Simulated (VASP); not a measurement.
# K (R-3m) in VASP: further runs, part 2 of 2

VASP 6.6.1. The steps go on from the part before.

### 4 Single point, PBE (equal strain along all axes, cell held: -2.0 %, then relaxed in part)

File INCAR:

```
SYSTEM = K
ALGO     = Fast           ! electronic algorithm
EDIFF    = 1E-6           ! SCF threshold, eV
ENCUT    = 520            ! plane-wave cutoff, eV
GGA      = PE             ! functional
ISIF     = 2              ! what is computed and relaxed
ISMEAR   = 0              ! smearing method
LASPH    = .TRUE.         ! aspherical terms in the spheres
LCHARG   = .TRUE.         ! write CHGCAR
LELF     = .TRUE.         ! ELF
LREAL    = .FALSE.        ! projectors in reciprocal space
LVHAR    = .TRUE.       
LWAVE    = .FALSE.        ! write WAVECAR
NBANDS   = 50             ! bands
NELM     = 100            ! most SCF steps
PREC     = Accurate       ! precision mode
SIGMA    = 0.1            ! smearing width, eV
```

File KPOINTS:

```
k-points
0
G
  9 9 1
  0 0 0
```

File POSCAR:

```
K
1.0
    4.6250451528      0.0000000000      0.0000000000
   -2.3125225764      4.0054065960      0.0000000000
    0.0000000000      0.0000000000     33.7547388214
K
9
Direct
    0.0000000000      0.0000000000      0.0000000000
    0.0000000000      0.0000000000      0.7777896062
    0.3333333333      0.6666666667      0.8888770605
    0.6666666667      0.3333333333      0.3333333333
    0.6666666667      0.3333333333      0.1111229395
    0.0000000000      0.0000000000      0.2222103938
    0.3333333333      0.6666666667      0.6666666667
    0.3333333333      0.6666666667      0.4444562728
    0.6666666667      0.3333333333      0.5555437272
```

Potentials or basis: VASP PAW PBE potentials, release 64 (K_sv).

Run with:

```sh
> cat potpaw_PBE.64/K_sv/POTCAR > POTCAR
> mpirun -np 1 vasp_std > vasp.out
```

OUTCAR:

```text
SYSTEM = K
   EDIFF = 1E-6
   ENCUT = 520
   GGA = PE
   ISIF = 2
   ISMEAR = 0
   LASPH = .TRUE.
   LREAL = .FALSE.
   NELM = 100
   PREC = Accurate

 ion  position               nearest neighbor table
   1  0.000  0.000  0.000-
   2  0.000  0.000  0.778-
   3  0.333  0.667  0.889-
   4  0.667  0.333  0.333-
   5  0.667  0.333  0.111-
[... 850 lines left out ...]
  -------------------------------------------------------------------------------------
  Total        0.8429521      0.8429521      1.1196952      0.0000000      0.0000000     -0.0000000
  in kB        2.1598130      2.1598130      2.8688845      0.0000000      0.0000000     -0.0000000
  external PRESSURE =       2.3961702 kB  Pullay stress =       0.0000000 kB

 VOLUME and BASIS-vectors are now :
 -----------------------------------------------------------------------------
  energy-cutoff  :      520.00
  volume of cell :      625.31
      direct lattice vectors                 reciprocal lattice vectors
     4.625045153  0.000000000  0.000000000     0.216214105  0.124831272  0.000000000
    -2.312522576  4.005406596  0.000000000     0.000000000  0.249662544  0.000000000
     0.000000000  0.000000000 33.754738821     0.000000000  0.000000000  0.029625470

 POSITION                                       TOTAL-FORCE (eV/Angst)
 -----------------------------------------------------------------------------------
      0.00000      0.00000      0.00000         0.000000     -0.000000      0.000000
      0.00000      0.00000     26.25409        -0.000000      0.000000     -0.000350
     -0.00000      2.67027     30.00381         0.000000     -0.000000      0.000350
      2.31252      1.33514     11.25158        -0.000000     -0.000000     -0.000000
      2.31252      1.33514      3.75093        -0.000000      0.000000     -0.000350
      0.00000      0.00000      7.50065         0.000000     -0.000000      0.000350
     -0.00000      2.67027     22.50316        -0.000000     -0.000000      0.000000
     -0.00000      2.67027     15.00251        -0.000000      0.000000     -0.000350
      2.31252      1.33514     18.75223         0.000000     -0.000000      0.000350
 -----------------------------------------------------------------------------------
    total drift:                                0.000000      0.000000      0.000000

  FREE ENERGIE OF THE ION-ELECTRON SYSTEM (eV)
  ---------------------------------------------------
  free  energy   TOTEN  =        -9.4123102817 eV

  energy  without entropy=       -9.3842218125  energy(sigma->0) =       -9.39826605
```

OSZICAR:

```text
N       E                     dE             d eps       ncg     rms          rms(c)
DAV:   1     0.643259687284E+03    0.64326E+03   -0.33674E+04  1240   0.130E+03
DAV:   2     0.426597710942E+02   -0.60060E+03   -0.59095E+03  1414   0.373E+02
DAV:   3    -0.580506834711E+01   -0.48465E+02   -0.47615E+02  1806   0.842E+01
DAV:   4    -0.920544740860E+01   -0.34004E+01   -0.33899E+01  1840   0.205E+01
DAV:   5    -0.940879314103E+01   -0.20335E+00   -0.20331E+00  1934   0.344E+00    0.641E+00
RMM:   6    -0.940850101581E+01    0.29213E-03   -0.23344E-02  1485   0.682E-01    0.400E+00
RMM:   7    -0.941098323710E+01   -0.24822E-02   -0.33281E-02  1500   0.718E-01    0.186E-01
RMM:   8    -0.941185973914E+01   -0.87650E-03   -0.65786E-03  1655   0.323E-01    0.811E-02
RMM:   9    -0.941212272413E+01   -0.26298E-03   -0.15444E-03  2123   0.126E-01    0.595E-02
RMM:  10    -0.941224722288E+01   -0.12450E-03   -0.51261E-04  2106   0.725E-02    0.227E-02
RMM:  11    -0.941228006422E+01   -0.32841E-04   -0.36296E-04  2275   0.419E-02    0.455E-03
RMM:  12    -0.941229270386E+01   -0.12640E-04   -0.11745E-04  1996   0.270E-02    0.416E-03
RMM:  13    -0.941230159353E+01   -0.88897E-05   -0.82650E-05  1936   0.199E-02    0.399E-03
RMM:  14    -0.941230566033E+01   -0.40668E-05   -0.35448E-05  1862   0.147E-02    0.245E-03
RMM:  15    -0.941230835618E+01   -0.26958E-05   -0.25258E-05  1531   0.109E-02    0.265E-03
RMM:  16    -0.941230951188E+01   -0.11557E-05   -0.13071E-05  1285   0.820E-03    0.325E-03
RMM:  17    -0.941231028170E+01   -0.76981E-06   -0.74655E-06  1128   0.617E-03
   1 F= -.94123103E+01 E0= -.93982660E+01  d E =-.280885E-01
```

stdout:

```text
POSCAR found type information on POSCAR K
 POSCAR found :  1 types and       9 ions
 scaLAPACK will be used
 LDA part: xc-table for (Slater+PW92), standard interpolation
 POSCAR, INCAR and KPOINTS ok, starting setup
 FFT: planning ... GRIDC
 FFT: planning ... GRID_SOFT
 FFT: planning ... GRID
 WAVECAR not read
 entering main loop
```

Run time: 7.1 min. Hardware: 1 thread of Intel Xeon 6975P-C (Granite Rapids), shared host; peak memory 0.77 GiB.

What came out:

| Item | Value |
| --- | --- |
| Free energy | -9.4123 eV |
| Pressure | 0.2 GPa |
| Band gap on the k mesh | zero (an odd number of electrons rules out a gap without spin polarisation) |

Caveat: the cell differs from its parent crystal (equal strain along all axes, cell held: -2.0 %, then relaxed in part).

### 5 The runs side by side

| cell | gap on the mesh (eV) | pressure (GPa) |
| --- | --- | --- |
| a = 4.436, b = 4.436, c = 32.377 Å, angles 90.0, 90.0, 120.0°, 9 atoms | none | 0.9 |
| a = 4.531, b = 4.531, c = 33.066 Å, angles 90.0, 90.0, 120.0°, 9 atoms | none | 0.5 |
| a = 4.625, b = 4.625, c = 33.755 Å, angles 90.0, 90.0, 120.0°, 9 atoms | none | 0.2 |

Alike in all rows: task single point; level PBE; potentials or basis VASP PAW PBE potentials, release 64 (K_sv); no spin polarisation; k mesh 9 × 9 × 1; cutoff (eV) 520; smearing gaussian 0.1 eV.

Absolute energies hang on the potentials; compare differences alone.
